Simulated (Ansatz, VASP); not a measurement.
One calculation of Hg, two programs

File INCAR:

```
SYSTEM = Hg
ALGO = Fast
EDIFF = 1E-7
ENCUT = 520
GGA = PS
ISIF = 2
ISMEAR = 0
IVDW = 12
LASPH = .TRUE.
LCHARG = .TRUE.
LELF = .TRUE.
LREAL = .FALSE.
LVHAR = .TRUE.
LWAVE = .FALSE.
NBANDS = 19
NELM = 100
PREC = Accurate
SIGMA = 0.15
```

File KPOINTS:

```
k-points
0
G
  18 18 10
  0 0 0
```

POSCAR

```
Hg
1.0
    3.1742704623      0.0000000000      0.0000000000
   -1.5871352311      2.7489988588      0.0000000000
    0.0000000000      0.0000000000      5.1908844870
Hg
2
Direct
    0.6666666667      0.3333333333      0.7500000000
    0.3333333333      0.6666666667      0.2500000000
```

Input for Ansatz:

```yaml
crystal:
  lattice:
    - [3.1742704623, 0.0, 0.0]
    - [-1.5871352311, 2.7489988588, 0.0]
    - [0.0, 0.0, 5.190884487]
  atoms:
    - { symbol: Hg, position: [0.6666666667, 0.3333333333, 0.75] }
    - { symbol: Hg, position: [0.3333333333, 0.6666666667, 0.25] }
basis:
  ecutwfc: 420
kpoints:
  mp_grid: { grid: [18, 18, 10] }
hamiltonian:
  xc: pbesol
  dispersion: d3bj
scf:
  occupations: { method: gaussian, width: 0.15 }
output:
  forces: true
  stress: true
  eigenvalues: true
  write_density: true
  write_potential: true
  elf: true
  volumetric_format: npy
```

Alike in both runs: task single point; functional PBEsol; dispersion D3(BJ); k mesh 18 × 18 × 10; occupations gaussian, width 0.15 eV; no spin polarisation.

|  | VASP | Ansatz |
| --- | --- | --- |
| version | VASP 6.6.1 | Ansatz 0.2.0 |
| potentials or method | VASP PAW PBE potentials, release 64 (Hg), cutoff 520 eV | scalar-relativistic, plane waves, PAW |
| valence electrons in the cell | 24 | 40 |

Ansatz gave:

```
gap on the k mesh at the Fermi level (eV)                     : none
pressure (GPa)                                                : -1.6
traceless stress, the component that is largest in VASP (GPa) : -0.26
```

Q: What did VASP give for the same quantities?

A: gap on the k mesh at the Fermi level (eV): none; pressure (GPa): -1.2; traceless stress, the component that is largest in VASP (GPa): -0.27.

VASP's potentials were made for PBE, not for PBEsol. A gap of «none» marks a metal or a gap that the smearing closes. VASP's potentials hold 24 valence electrons a cell and Ansatz's 40, so a difference there can come from the potentials and not from the codes.

Neither program's run includes spin-orbit coupling.
